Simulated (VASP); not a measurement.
# Mo3W (P4/mmm) in VASP: further runs

Mo3W is run at these levels: PBE; tasks: single point, relaxation of cell and atoms.

All numbers are computed with VASP 6.6.1; they aren't measurements. Logs are shortened: lines on timing, memory, paths and dates and some standing lists are left out, and cuts for length are marked.

## (1) The cell of the first run

It takes space group P4/mmm (No. 123, tetragonal). Conventional cell: a = 4.476 Å, b = 4.476 Å, c = 3.175 Å, α = 90.00°, β = 90.00°, γ = 90.00°. Mo (site symmetry mmm) has 10 Mo at 2.74 to 3.18 Å and 4 W at 2.74 Å within 3.6 Å. Mo (site symmetry 4/mmm) has 10 Mo at 2.74 to 3.18 Å and 4 W at 3.16 Å within 3.6 Å. W (site symmetry 4/mmm) has 12 Mo at 2.74 to 3.16 Å and 2 W at 3.18 Å within 3.6 Å.

## (2) Single point, PBE

File INCAR:

```
PREC     = Accurate       # precision mode
ENCUT    = 520            # plane-wave cutoff, eV
EDIFF    = 1E-7           # SCF threshold, eV
ISMEAR   = 0              # smearing method
SIGMA    = 0.1            # smearing width, eV
LREAL    = False          # projectors in reciprocal space
LASPH    = True           # aspherical terms in the spheres
NELM     = 100            # most SCF steps
ALGO     = Normal         # electronic algorithm
ISIF     = 2              # what is computed and relaxed
LWAVE    = False          # write WAVECAR
LCHARG   = False          # write CHGCAR
GGA      = PE             # functional
NBANDS   = 36             # bands
```

File KPOINTS:

```
Automatic mesh
0
Gamma
  4 4 6
```

File POSCAR:

```
Mo3W
1.0
    4.4755725033      0.0000000000      0.0000000000
    0.0000000000      4.4755725033      0.0000000000
    0.0000000000      0.0000000000      3.1754520729
Mo W
3 1
Direct
    0.5000000000      0.0000000000      0.0000000000
    0.5000000000      0.5000000000      0.5000000000
    0.0000000000      0.5000000000      0.0000000000
    0.0000000000      0.0000000000      0.5000000000
```

Potentials or basis: VASP PAW PBE potentials, release 64 (Mo_sv, W_sv).

Run with:

```console
cat potpaw_PBE.64/Mo_sv/POTCAR potpaw_PBE.64/W_sv/POTCAR > POTCAR
mpirun -np 1 vasp_std > vasp.out
```

OUTCAR:

```text
PREC = Accurate
   ENCUT = 520
   EDIFF = 1E-7
   ISMEAR = 0
   LREAL = False
   LASPH = True
   NELM = 100
   ISIF = 2
   GGA = PE

 ion  position               nearest neighbor table
   1  0.500  0.000  0.000-   2 2.74   4 2.74   2 2.74   4 2.74   2 2.74   2 2.74   4 2.74   4 2.74
                             3 3.16   3 3.16   3 3.16   3 3.16
   2  0.500  0.500  0.500-   1 2.74   3 2.74   1 2.74   3 2.74   1 2.74   1 2.74   3 2.74   3 2.74
                             4 3.16   4 3.16   4 3.16   4 3.16
   3  0.000  0.500  0.000-   2 2.74   4 2.74   2 2.74   4 2.74   4 2.74   4 2.74   2 2.74   2 2.74
                             1 3.16   1 3.16   1 3.16   1 3.16
   4  0.000  0.000  0.500-   1 2.74   3 2.74   1 2.74   3 2.74   3 2.74   3 2.74   1 2.74   1 2.74
                             2 3.16   2 3.16   2 3.16   2 3.16

  LATTYP: Found a simple tetragonal cell.
 ALAT       =     4.4755725033
 C/A-ratio  =     0.7095074587

  Lattice vectors:

 A1 = (   4.4755725033,   0.0000000000,   0.0000000000)
 A2 = (   0.0000000000,   4.4755725033,   0.0000000000)
 A3 = (   0.0000000000,   0.0000000000,   3.1754520729)

Analysis of symmetry for initial positions (statically):
=====================================================================
 Subroutine PRICEL returns:
 Original cell was already a primitive cell.

 Routine SETGRP: Setting up the symmetry group for a
 simple tetragonal supercell.

 Subroutine GETGRP returns: Found 16 space group operations
 (whereof 16 operations were pure point group operations)
 out of a pool of 16 trial point group operations.

The static configuration has the point symmetry D_4h.

Analysis of symmetry for dynamics (positions and initial velocities):
=====================================================================
 Subroutine PRICEL returns:
 Original cell was already a primitive cell.

 Routine SETGRP: Setting up the symmetry group for a
 simple tetragonal supercell.

 Subroutine GETGRP returns: Found 16 space group operations
 (whereof 16 operations were pure point group operations)
 out of a pool of 16 trial point group operations.

The dynamic configuration has the point symmetry D_4h.

 Subroutine INISYM returns: Found 16 space group operations
 (whereof 16 operations are pure point group operations),
 and found     1 'primitive' translations

----------------------------------------------------------------------------------------

                                     Primitive cell
[... 94 lines left out ...]
   EDIFF  = 0.1E-06   stopping-criterion for ELM
   LREAL  =      F    real-space projection
   EDIFFG = 0.1E-05   stopping-criterion for IOM
   NSW    =      0    number of steps for IOM
   IBRION =     -1    ionic relax: 0-MD 1-quasi-New 2-CG
   NFREE  =      0    steps in history (QN), initial steepest desc. (CG)
   ISIF   =      2    stress and relaxation
   ISYM   =      2    0-nonsym 1-usesym 2-fastsym
   POTIM  = 0.5000    time-step for ionic-motion
   TEBEG  =    0.0;   TEEND  =   0.0 temperature during run
   PSTRESS=    0.0 pullay stress
   NELECT =      56.0000    total number of electrons
   NUPDOWN=      -1.0000    fix difference up-down
   EMIN   =  10.00;   EMAX   =-10.00  energy-range for DOS
   EFERMI =   0.00;   METHOD = LEGACY
   ISMEAR =     0;   SIGMA  =   0.10  broadening in eV -4-tet -1-fermi 0-gaus
   EFERMI_NEDOS =   21; number of points for ismear=-14 and -15
   IALGO  =     38    algorithm
   IMIX   =      4    mixing-type and parameters
     AMIX     =   0.40;   BMIX     =  1.00
     AMIX_MAG =   1.60;   BMIX_MAG =  1.00
  volume/ion in A,a.u.               =      15.90       107.31
  Fermi-wavevector in a.u.,A,eV,Ry     =   1.569049  2.965073 33.496396  2.461916
  Thomas-Fermi vector in A             =   2.670990
   LORBIT       =      0    0 simple, 1 ext, 2 COOP (PROOUT), +10 PAW based schemes
   GGA     = PE    functional components
   LHFCALC =     F    Hartree Fock is set to
   AEXX    =    0.0000 exact exchange contribution
   IVDW    =     0    specifies the selected vdW correction
   LEPSILON=     F    determine dielectric tensor
   LRPA    =     F    only Hartree local field effects (RPA)
 non-spin polarized calculation
 Gauss-broadening in eV      SIGMA  =   0.10
  energy-cutoff  :      520.00
  volume of cell :       63.61
 maximum number of plane-waves:      1744
 NGX is ok and might be reduce to    36
   NGX = 17   NGY = 17   NGZ = 11

 number of electron      56.0000004 magnetization

 Free energy of the ion-electron system (eV)
  ---------------------------------------------------
  ext. energy  EPLUGINS =         0.00000000
  ---------------------------------------------------
  free energy    TOTEN  =       -45.76849385 eV

  energy without entropy =      -45.74866916  energy(sigma->0) =      -45.75858151

 E-fermi :  12.1581     XC(G=0): -13.3806

 val. band max:       12.0706453241   @ k =   0.5000   0.2500   0.0000
 cond. band min:      12.1638321182   @ k =   0.2500   0.0000   0.5000
 fundamental gap:      0.0931867942
 Fermi energy:        12.1581233413

 k-point     1 :       0.0000    0.0000    0.0000
  band No.  band energies     occupation
      1     -62.0559      2.00000
      2     -49.1490      2.00000
      3     -48.9072      2.00000
      4     -48.8357      2.00000
      5     -26.3562      2.00000
      6     -26.3562      2.00000
[... 925 lines left out ...]
     35      14.6787      0.00000
     36      15.0215      0.00000

------------------------ aborting loop because EDIFF is reached ----------------------------------------

  FORCE on cell =-STRESS in cart. coord.  units (eV):
  Direction    XX          YY          ZZ          XY          YZ          ZX
  --------------------------------------------------------------------------------------
  -------------------------------------------------------------------------------------
  Total        0.1915502      0.1915502      0.2128201      0.0000000      0.0000000      0.0000000
  in kB        4.8249224      4.8249224      5.3606873      0.0000000      0.0000000      0.0000000
  external PRESSURE =       5.0035107 kB  Pullay stress =       0.0000000 kB

 VOLUME and BASIS-vectors are now :
 -----------------------------------------------------------------------------
  energy-cutoff  :      520.00
  volume of cell :       63.61
      direct lattice vectors                 reciprocal lattice vectors
     4.475572503  0.000000000  0.000000000     0.223435102  0.000000000  0.000000000
     0.000000000  4.475572503  0.000000000     0.000000000  0.223435102  0.000000000
     0.000000000  0.000000000  3.175452073     0.000000000  0.000000000  0.314915791

 POSITION                                       TOTAL-FORCE (eV/Angst)
 -----------------------------------------------------------------------------------
      2.23779      0.00000      0.00000         0.000000      0.000000      0.000000
      2.23779      2.23779      1.58773         0.000000      0.000000      0.000000
      0.00000      2.23779      0.00000         0.000000      0.000000      0.000000
      0.00000      0.00000      1.58773         0.000000      0.000000      0.000000
 -----------------------------------------------------------------------------------
    total drift:                                0.000000      0.000000     -0.000000

  FREE ENERGIE OF THE ION-ELECTRON SYSTEM (eV)
  ---------------------------------------------------
  free  energy   TOTEN  =       -45.7684938487 eV

  energy  without entropy=      -45.7486691641  energy(sigma->0) =      -45.75858151
```

OSZICAR:

```text
N       E                     dE             d eps       ncg     rms          rms(c)
DAV:   1     0.718693998583E+03    0.71869E+03   -0.34493E+04  1728   0.170E+03
DAV:   2    -0.169872711044E+02   -0.73568E+03   -0.72040E+03  1868   0.547E+02
DAV:   3    -0.478181938914E+02   -0.30831E+02   -0.29964E+02  2164   0.111E+02
DAV:   4    -0.484284616485E+02   -0.61027E+00   -0.60377E+00  2040   0.140E+01
DAV:   5    -0.484368356267E+02   -0.83740E-02   -0.83658E-02  1996   0.166E+00    0.318E+01
DAV:   6    -0.461790462733E+02    0.22578E+01   -0.46192E+00  1816   0.145E+01    0.999E+00
DAV:   7    -0.458126751574E+02    0.36637E+00   -0.14968E+00  1960   0.743E+00    0.180E+00
DAV:   8    -0.457856011031E+02    0.27074E-01   -0.29885E-01  2188   0.294E+00    0.152E+00
DAV:   9    -0.457724142305E+02    0.13187E-01   -0.83211E-02  2144   0.178E+00    0.693E-01
DAV:  10    -0.457686694162E+02    0.37448E-02   -0.22785E-02  1980   0.979E-01    0.270E-01
DAV:  11    -0.457684863819E+02    0.18303E-03   -0.17286E-03  2092   0.263E-01    0.969E-02
DAV:  12    -0.457684932506E+02   -0.68687E-05   -0.98843E-05  1992   0.671E-02    0.170E-02
DAV:  13    -0.457684946126E+02   -0.13620E-05   -0.39716E-06  2068   0.125E-02    0.955E-03
DAV:  14    -0.457684938003E+02    0.81227E-06   -0.82662E-07  1932   0.707E-03    0.824E-04
DAV:  15    -0.457684938487E+02   -0.48340E-07   -0.39028E-08  1040   0.136E-03
   1 F= -.45768494E+02 E0= -.45758582E+02  d E =-.198247E-01
```

It took 24 s on 1 thread of Intel Xeon Platinum 8559C (Emerald Rapids), shared host; peak memory 0.19 GiB.

Results:

- Free energy: -45.7685 eV
- Pressure: 0.5 GPa
- Band gap on the k mesh: zero (bands 28 and 29 overlap by 2.16 eV)

Levels at points of the mesh, in eV from the Fermi level:
```tsv
k point	band 26	band 27	band 28	band 29	band 30	band 31
(0.00, 0.00, 0.00)	-1.36	1.28	1.28	1.54	1.59	1.69
(0.50, 0.00, 0.00)	-1.67	-0.92	-0.76	0.16	0.27	0.90
(0.50, 0.50, 0.00)	-0.74	-0.72	-0.72	-0.71	-0.64	-0.64
(0.00, 0.00, 0.50)	-2.70	-0.71	-0.71	-0.58	-0.58	0.79
(0.50, 0.00, 0.50)	-1.95	-1.90	-1.78	1.15	1.19	1.46
(0.50, 0.50, 0.50)	1.26	1.26	1.45	1.46	1.64	1.64
```

Caveat: spin-orbit coupling is left out, which moves the levels of the heavy elements.

## (3) Single point, PBE

This run uses another cell than the first one, of 17.82 Å³/atom.

File INCAR:

```
ALGO = Fast
EDIFF = 1E-7
ENCUT = 520
GGA = PE
ISIF = 2
ISMEAR = 0
LASPH = True
LCHARG = False
LREAL = False
LWAVE = False
NBANDS = 36
NELM = 100
PREC = Accurate
SIGMA = 0.1
```

File KPOINTS:

```
k-points
0
Gamma
  4 4 6
```

File POSCAR:

```
Mo3W
1.0
    4.6544209600      0.0000000000      0.0000000000
    0.0000000000      4.6544209600      0.0000000000
    0.0000000000      0.0000000000      3.2911726200
Mo W
3 1
Direct
    0.5000000000      0.0000000000      0.0000000000
    0.5000000000      0.5000000000      0.5000000000
    0.0000000000      0.5000000000      0.0000000000
    0.0000000000      0.0000000000      0.5000000000
```

Potentials or basis: VASP PAW PBE potentials, release 64 (Mo_sv, W_sv).

Run with:

```console
cat potpaw_PBE.64/Mo_sv/POTCAR potpaw_PBE.64/W_sv/POTCAR > POTCAR
mpirun -np 1 vasp_std > vasp.out
```

Wall time 30 s (1 thread of Intel Xeon Platinum 8559C (Emerald Rapids), shared host); peak memory 0.19 GiB.

It converged, with:

```yaml
Free_energy: -45.1470 eV
Pressure: -23.9 GPa
Band_gap_on_the_k_mesh: zero (bands 28 and 29 overlap by 1.74 eV)
```

Stress tensor (GPa, compression positive):
```
-24.13   0.00   0.00
  0.00 -24.13   0.00
  0.00   0.00 -23.56
```

Levels at points of the mesh, in eV from the Fermi level:
```csv
k point,band 25,band 26,band 27,band 28,band 29,band 30,band 31,band 32
"(0.00, 0.00, 0.00)",-1.18,-1.18,0.96,0.96,1.31,1.41,1.42,1.67
"(0.50, 0.00, 0.00)",-1.52,-1.46,-0.75,-0.61,0.15,0.25,0.78,0.90
"(0.50, 0.50, 0.00)",-0.66,-0.63,-0.62,-0.62,-0.58,-0.51,-0.51,-0.36
"(0.00, 0.00, 0.50)",-2.23,-2.19,-0.62,-0.62,-0.50,-0.50,0.69,0.91
"(0.50, 0.00, 0.50)",-1.87,-1.78,-1.74,-1.64,1.00,1.05,1.27,1.39
"(0.50, 0.50, 0.50)",0.77,0.96,0.96,1.16,1.24,1.41,1.41,1.52
```

Caveat: the cell stands under tension; spin-orbit coupling is left out, which moves the levels of the heavy elements.

## (4) Relaxation of cell and atoms, PBE

This run uses another cell than the first one, of 17.82 Å³/atom.

File INCAR:

```
PREC = Accurate
ENCUT = 600
EDIFF = 1E-6
ISMEAR = 0
SIGMA = 0.1
LREAL = False
LASPH = True
NELM = 60
ALGO = Normal
ISIF = 3
LWAVE = False
LCHARG = False
GGA = PE
IBRION = 2
NSW = 90
EDIFFG = -0.04
```

File KPOINTS:

```
Automatic mesh
0
Gamma
  4 4 6
```

POSCAR is that of step 3.

Run with:

```console
cat potpaw_PBE.64/Mo_sv/POTCAR potpaw_PBE.64/W_sv/POTCAR > POTCAR
mpirun -np 1 vasp_std > vasp.out
```

Run time: 2.6 min. Hardware: 1 thread of Intel Xeon Platinum 8559C (Emerald Rapids), shared host; peak memory 0.25 GiB.

Results (log left out):

* Free energy: -45.7744 eV
* Relaxed volume: 15.93 Å³/atom
* Relaxed cell: a = 4.476 Å, b = 4.476 Å, c = 3.179 Å, α = 90.00°, β = 90.00°, γ = 90.00°
* Space group after relaxing (to 0.1 Å): P4/mmm (No. 123)
* Pressure after relaxing: 0.0 GPa
* Band gap on the k mesh: zero (bands 28 and 29 overlap by 2.16 eV)

Stress tensor (GPa, compression positive):
```
 0.13  0.00  0.00
 0.00  0.13  0.00
 0.00  0.00 -0.16
```

Final structure:
```
Mo W
1.0
     4.47641    0.00000    0.00000
     0.00000    4.47641    0.00000
     0.00000    0.00000    3.17938
Mo W
3 1
Direct
  0.50000 0.00000 0.00000
  0.50000 0.50000 0.50000
  0.00000 0.50000 0.00000
  0.00000 0.00000 0.50000
```

Levels at points of the mesh, in eV from the Fermi level:
| k point | band 25 | band 26 | band 27 | band 28 | band 29 | band 30 | band 31 | band 32 |
| --- | --- | --- | --- | --- | --- | --- | --- | --- |
| (0.00, 0.00, 0.00) | -1.40 | -1.35 | 1.28 | 1.28 | 1.54 | 1.58 | 1.70 | 1.96 |
| (0.50, 0.00, 0.00) | -1.72 | -1.66 | -0.93 | -0.76 | 0.16 | 0.27 | 0.89 | 1.05 |
| (0.50, 0.50, 0.00) | -0.81 | -0.73 | -0.72 | -0.72 | -0.71 | -0.64 | -0.64 | -0.43 |
| (0.00, 0.00, 0.50) | -2.70 | -2.70 | -0.71 | -0.71 | -0.57 | -0.57 | 0.79 | 1.03 |
| (0.50, 0.00, 0.50) | -2.04 | -1.95 | -1.90 | -1.79 | 1.15 | 1.19 | 1.46 | 1.57 |
| (0.50, 0.50, 0.50) | 1.05 | 1.25 | 1.25 | 1.45 | 1.45 | 1.63 | 1.63 | 1.73 |

Caveat: spin-orbit coupling is left out, which moves the levels of the heavy elements.

## (5) Summary

```tsv
task	cell	cutoff (eV)	gap on the mesh (eV)	pressure (GPa)
single point	a = 4.476, b = 4.476, c = 3.175 Å, 4 atoms	520	none	0.5
single point	a = 4.654, b = 4.654, c = 3.291 Å, 4 atoms	520	none	-23.9
relaxation of cell and atoms	relaxed from a = 4.654, b = 4.654, c = 3.291 Å, 4 atoms	600	none	0.0
```

Alike in all rows: level PBE; potentials or basis VASP PAW PBE potentials, release 64 (Mo_sv, W_sv); no spin polarisation; k mesh 4 × 4 × 6; smearing gaussian 0.1 eV.

Caveats: spin-orbit coupling is left out, which moves the levels of the heavy elements; the cell stands under tension (at least some runs).

Total energies depend on the potentials used, so only differences within one code and one set of settings carry meaning.
